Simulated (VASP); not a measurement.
# I (Fd-3m) in VASP: a series of runs

I is run at these levels: PBE; tasks: single point.

Everything below comes from runs of VASP 6.6.1. Logs are shortened: lines on timing, memory, paths and dates and some standing lists are left out, and cuts for length are marked.

## Step 1: The cell of the first run

The structure is cubic, space group Fd-3m (No. 227). Conventional cell: a = 6.130 Å, b = 6.130 Å, c = 6.130 Å, α = 90.00°, β = 90.00°, γ = 90.00°. I (site symmetry -43m) has 4 I at 2.65 Å within 3.5 Å.

## Step 2: Single point, PBE

Input file INCAR:

```
SYSTEM = I
PREC = Accurate
ENCUT = 520
EDIFF = 1E-6
ISMEAR = -1
SIGMA = 0.05
LREAL = .False.
LASPH = .True.
NELM = 100
ALGO = Normal
ISIF = 2
LWAVE = .False.
LCHARG = .False.
GGA = PE
NBANDS = 14
```

Input file KPOINTS:

```
Automatic mesh
0
Gamma
  10 10 10
  0 0 0
```

Input file POSCAR:

```
I
1.0
    0.0000000000      3.0649366581      3.0649366581
    3.0649366581      0.0000000000      3.0649366581
    3.0649366581      3.0649366581      0.0000000000
I
2
Direct
    0.0000000000      0.0000000000      0.0000000000
    0.2500000000      0.2500000000      0.2500000000
```

Potentials or basis: VASP PAW PBE potentials, release 64 (I).

Run with:

```sh
cat potpaw_PBE.64/I/POTCAR > POTCAR
mpirun -np 1 vasp_std > vasp.out
```

OUTCAR:

```text
SYSTEM = I
   PREC = Accurate
   ENCUT = 520
   EDIFF = 1E-6
   ISMEAR = -1
   LREAL = .False.
   LASPH = .True.
   NELM = 100
   ISIF = 2
   GGA = PE

 ion  position               nearest neighbor table
   1  0.000  0.000  0.000-   2 2.65   2 2.65   2 2.65   2 2.65
   2  0.250  0.250  0.250-   1 2.65   1 2.65   1 2.65   1 2.65

  LATTYP: Found a face centered cubic cell.
 ALAT       =     6.1298733162

  Lattice vectors:

 A1 = (   0.0000000000,   3.0649366581,   3.0649366581)
 A2 = (   3.0649366581,   0.0000000000,   3.0649366581)
 A3 = (   3.0649366581,   3.0649366581,   0.0000000000)

Analysis of symmetry for initial positions (statically):
=====================================================================
 Subroutine PRICEL returns:
 Original cell was already a primitive cell.

 Routine SETGRP: Setting up the symmetry group for a
 face centered cubic supercell.

 Subroutine GETGRP returns: Found 48 space group operations
 (whereof 24 operations were pure point group operations)
 out of a pool of 48 trial point group operations.

The static configuration has the point symmetry T_d .
 The point group associated with its full space group is O_h .

Analysis of symmetry for dynamics (positions and initial velocities):
=====================================================================
 Subroutine PRICEL returns:
 Original cell was already a primitive cell.

 Routine SETGRP: Setting up the symmetry group for a
 face centered cubic supercell.

 Subroutine GETGRP returns: Found 48 space group operations
 (whereof 24 operations were pure point group operations)
 out of a pool of 48 trial point group operations.

The dynamic configuration has the point symmetry T_d .
 The point group associated with its full space group is O_h .

 Subroutine INISYM returns: Found 48 space group operations
 (whereof 24 operations are pure point group operations),
 and found     1 'primitive' translations

----------------------------------------------------------------------------------------

                                     Primitive cell

  volume of cell :      57.5830

  direct lattice vectors                    reciprocal lattice vectors
     0.000000000  3.064936658  3.064936658    -0.163135508  0.163135508  0.163135508
     3.064936658  0.000000000  3.064936658     0.163135508 -0.163135508  0.163135508
     3.064936658  3.064936658  0.000000000     0.163135508  0.163135508 -0.163135508

  length of vectors
     4.334474990  4.334474990  4.334474990     0.282558989  0.282558989  0.282558989

  position of ions in fractional coordinates (direct lattice)
     0.000000000  0.000000000  0.000000000
     0.250000000  0.250000000  0.250000000

  ion indices of the primitive-cell ions
   primitive index   ion index
                 1           1
                 2           2

----------------------------------------------------------------------------------------

 KPOINTS: Automatic mesh

Automatic generation of k-mesh.
 Grid dimensions read from file:
 generate k-points for:   10   10   10

 Generating k-lattice:

  Cartesian coordinates                     Fractional coordinates (reciprocal lattice)
    -0.016313551  0.016313551  0.016313551     0.100000000  0.000000000  0.000000000
     0.016313551 -0.016313551  0.016313551     0.000000000  0.100000000  0.000000000
     0.016313551  0.016313551 -0.016313551     0.000000000  0.000000000  0.100000000

  Length of vectors
     0.028255899  0.028255899  0.028255899

  Shift w.r.t. Gamma in fractional coordinates (k-lattice)
     0.000000000  0.000000000  0.000000000

 Subroutine IBZKPT returns following result:
 ===========================================

 Found     47 irreducible k-points:

 Following reciprocal coordinates:
            Coordinates               Weight
  0.000000  0.000000  0.000000      1.000000
  0.100000  0.000000  0.000000      8.000000
  0.200000  0.000000  0.000000      8.000000
  0.300000  0.000000  0.000000      8.000000
  0.400000  0.000000  0.000000      8.000000
  0.500000  0.000000  0.000000      4.000000
[... 16 lines left out ...]
  0.300000  0.300000  0.000000      6.000000
  0.400000  0.300000  0.000000     24.000000
 [... further k-points ...]
   k-points           NKPTS =     47   k-points in BZ     NKDIM =     47   number of bands    NBANDS=     14
   number of dos      NEDOS =    301   number of ions     NIONS =      2
   total plane-waves  NPLWV =  32768
   dimension x,y,z NGX =    32 NGY =   32 NGZ =   32
   dimension x,y,z NGXF=    64 NGYF=   64 NGZF=   64
   ions per type =               2
   NGX,Y,Z   is equivalent  to a cutoff of  12.27, 12.27, 12.27 a.u.
   NGXF,Y,Z  is equivalent  to a cutoff of  24.55, 24.55, 24.55 a.u.
 SYSTEM =  I
   PREC   = accura    normal or accurate (medium, high low for compatibility)
   ISTART =      0    job   : 0-new  1-cont  2-samecut
   ICHARG =      2    charge: 1-file 2-atom 10-const
   ISPIN  =      1    spin polarized calculation?
   LNONCOLLINEAR =      F non collinear calculations
   LSORBIT =      F    spin-orbit coupling
   LASPH  =      T    aspherical Exc in radial PAW
   ENCUT  =  520.0 eV  38.22 Ry    6.18 a.u.   8.06  8.06  8.06*2*pi/ulx,y,z
   NELM   =    100;   NELMIN=  2; NELMDL= -5     # of ELM steps
   EDIFF  = 0.1E-05   stopping-criterion for ELM
   LREAL  =      F    real-space projection
   EDIFFG = 0.1E-04   stopping-criterion for IOM
   NSW    =      0    number of steps for IOM
   IBRION =     -1    ionic relax: 0-MD 1-quasi-New 2-CG
   NFREE  =      0    steps in history (QN), initial steepest desc. (CG)
   ISIF   =      2    stress and relaxation
   ISYM   =      2    0-nonsym 1-usesym 2-fastsym
   POTIM  = 0.5000    time-step for ionic-motion
   TEBEG  =    0.0;   TEEND  =   0.0 temperature during run
   PSTRESS=    0.0 pullay stress
   NELECT =      14.0000    total number of electrons
   NUPDOWN=      -1.0000    fix difference up-down
   EMIN   =  10.00;   EMAX   =-10.00  energy-range for DOS
   EFERMI =   0.00;   METHOD = LEGACY
   ISMEAR =    -1;   SIGMA  =   0.05  broadening in eV -4-tet -1-fermi 0-gaus
   EFERMI_NEDOS =   21; number of points for ismear=-14 and -15
   IALGO  =     38    algorithm
   IMIX   =      4    mixing-type and parameters
     AMIX     =   0.40;   BMIX     =  1.00
     AMIX_MAG =   1.60;   BMIX_MAG =  1.00
  volume/ion in A,a.u.               =      28.79       194.29
  Fermi-wavevector in a.u.,A,eV,Ry     =   1.021769  1.930863 14.204641  1.044012
  Thomas-Fermi vector in A             =   2.155412
   LORBIT       =      0    0 simple, 1 ext, 2 COOP (PROOUT), +10 PAW based schemes
   GGA     = PE    functional components
   LHFCALC =     F    Hartree Fock is set to
   AEXX    =    0.0000 exact exchange contribution
   IVDW    =     0    specifies the selected vdW correction
   LEPSILON=     F    determine dielectric tensor
   LRPA    =     F    only Hartree local field effects (RPA)
 non-spin polarized calculation
  energy-cutoff  :      520.00
  volume of cell :       57.58
 maximum number of plane-waves:      1572
   NGX = 17   NGY = 17   NGZ = 17

 number of electron      14.0000000 magnetization

 Free energy of the ion-electron system (eV)
  ---------------------------------------------------
  ext. energy  EPLUGINS =         0.00000000
  ---------------------------------------------------
  free energy    TOTEN  =         2.60563646 eV

  energy without entropy =        2.62436913  energy(sigma->0) =        2.61500280

 E-fermi :   8.7689     XC(G=0):  -9.5995

 val. band max:        8.7614721302   @ k =  -0.4000   0.3000   0.1000
 cond. band min:       8.8072435393   @ k =   0.4000   0.2000   0.0000
 fundamental gap:      0.0457714091
 Fermi energy:         8.7688809703

 k-point     1 :       0.0000    0.0000    0.0000
  band No.  band energies     occupation
      1      -9.5343      2.00000
      2      -1.3209      2.00000
      3       2.7147      2.00000
      4       2.7147      2.00000
      5       2.7147      2.00000
      6       6.0219      2.00000
      7       6.0219      2.00000
      8       6.0219      2.00000
      9      11.6616      0.00000
     10      13.7446      0.00000
     11      13.7446      0.00000
     12      15.7541      0.00000
     13      15.7541      0.00000
     14      15.7541      0.00000

 k-point     2 :       0.1000    0.0000    0.0000
  band No.  band energies     occupation
      1      -9.4457      2.00000
      2      -1.7584      2.00000
      3       2.5938      2.00000
      4       2.5938      2.00000
      5       2.8598      2.00000
      6       6.2081      2.00000
      7       6.2081      2.00000
      8       6.2604      2.00000
      9      12.0234      0.00000
     10      13.4397      0.00000
     11      13.4397      0.00000
     12      15.4838      0.00000
     13      16.3998      0.00000
     14      16.3998      0.00000

 k-point     3 :       0.2000    0.0000    0.0000
  band No.  band energies     occupation
      1      -9.1887      2.00000
      2      -2.7291      2.00000
      3       2.3250      2.00000
      4       2.3250      2.00000
      5       2.9695      2.00000
      6       6.6340      2.00000
      7       6.6340      2.00000
      8       7.0677      2.00000
      9      12.8043      0.00000
     10      13.1218      0.00000
     11      13.1218      0.00000
     12      15.2127      0.00000
     13      17.7545      0.00000
     14      17.7545      0.00000

 k-point     4 :       0.3000    0.0000    0.0000
  band No.  band energies     occupation
      1      -8.7993      2.00000
      2      -3.7924      2.00000
      3       2.0544      2.00000
      4       2.0544      2.00000
      5       2.8884      2.00000
      6       7.0582      2.00000
      7       7.0582      2.00000
      8       8.3469      1.99957
      9      13.1814      0.00000
     10      13.2405      0.00000
     11      13.2405      0.00000
     12      15.6013      0.00000
     13      18.6716      0.00000
     14      18.6716      0.00000

 k-point     5 :       0.4000    0.0000    0.0000
  band No.  band energies     occupation
      1      -8.3788      2.00000
      2      -4.6644      2.00000
      3       1.8676      2.00000
      4       1.8676      2.00000
      5       2.7697      2.00000
      6       7.3234      2.00000
      7       7.3234      2.00000
      8       9.7348      0.00000
      9      13.2284      0.00000
     10      13.8902      0.00000
     11      13.8902      0.00000
[... 276 lines left out ...]
 k-point    22 :      -0.2000    0.2000    0.0000
  band No.  band energies     occupation
      1      -8.6479      2.00000
      2      -4.0558      2.00000
      3       1.0093      2.00000
      4       2.0739      2.00000
      5       4.0100      2.00000
      6       7.1239      2.00000
      7       7.1722      2.00000
      8       8.2812      1.99988
      9      12.4639      0.00000
     10      13.7318      0.00000
     11      13.9091      0.00000
     12      16.5661      0.00000
     13      17.0718      0.00000
     14      18.2479      0.00000

 k-point    23 :       0.3000    0.3000    0.0000
  band No.  band energies     occupation
      1      -8.4828      2.00000
      2      -4.3398      2.00000
      3       1.2857      2.00000
      4       1.2857      2.00000
      5       4.9567      2.00000
      6       5.1420      2.00000
      7       8.8190      0.53688
      8       8.8190      0.53688
      9      11.6117      0.00000
     10      14.7784      0.00000
     11      14.8947      0.00000
     12      17.8695      0.00000
     13      17.8695      0.00000
     14      18.6517      0.00000

 k-point    24 :       0.4000    0.3000    0.0000
  band No.  band energies     occupation
      1      -8.0791      2.00000
      2      -5.0292      2.00000
      3       0.9597      2.00000
      4       1.1224      2.00000
      5       5.0266      2.00000
      6       5.4249      2.00000
      7       9.2589      0.00011
      8       9.2954      0.00005
      9      12.1884      0.00000
     10      14.7404      0.00000
     11      15.3277      0.00000
     12      16.9078      0.00000
     13      17.6012      0.00000
     14      18.1729      0.00000

 [... further k-points ...]

------------------------ aborting loop because EDIFF is reached ----------------------------------------

  FORCE on cell =-STRESS in cart. coord.  units (eV):
  Direction    XX          YY          ZZ          XY          YZ          ZX
  --------------------------------------------------------------------------------------
  -------------------------------------------------------------------------------------
  Total       16.1440296     16.1440296     16.1440296      0.0000000      0.0000000      0.0000000
  in kB      449.1878701    449.1878701    449.1878701      0.0000000      0.0000000      0.0000000
  external PRESSURE =     449.1878701 kB  Pullay stress =       0.0000000 kB

 VOLUME and BASIS-vectors are now :
 -----------------------------------------------------------------------------
  energy-cutoff  :      520.00
  volume of cell :       57.58
      direct lattice vectors                 reciprocal lattice vectors
     0.000000000  3.064936658  3.064936658    -0.163135508  0.163135508  0.163135508
     3.064936658  0.000000000  3.064936658     0.163135508 -0.163135508  0.163135508
     3.064936658  3.064936658  0.000000000     0.163135508  0.163135508 -0.163135508

 POSITION                                       TOTAL-FORCE (eV/Angst)
 -----------------------------------------------------------------------------------
      0.00000      0.00000      0.00000         0.000000      0.000000     -0.000000
      1.53247      1.53247      1.53247        -0.000000     -0.000000      0.000000
 -----------------------------------------------------------------------------------
    total drift:                               -0.000000     -0.000000      0.000000

  FREE ENERGIE OF THE ION-ELECTRON SYSTEM (eV)
  ---------------------------------------------------
  free  energy   TOTEN  =         2.6056364573 eV

  energy  without entropy=        2.6243691331  energy(sigma->0) =        2.61500280
```

It took 36 s on 1 thread of Intel Xeon 8259CL, shared host; peak memory 0.19 GiB.

Results:

```yaml
Free_energy: 2.6056 eV
Pressure: 44.9 GPa
Band_gap_on_the_k_mesh: zero (bands 7 and 8 overlap by 4.54 eV)
```

Caveat: the cell stands under pressure; spin-orbit coupling is left out, which moves the levels of the heavy elements.

(Part 1 of 2 ends here.)
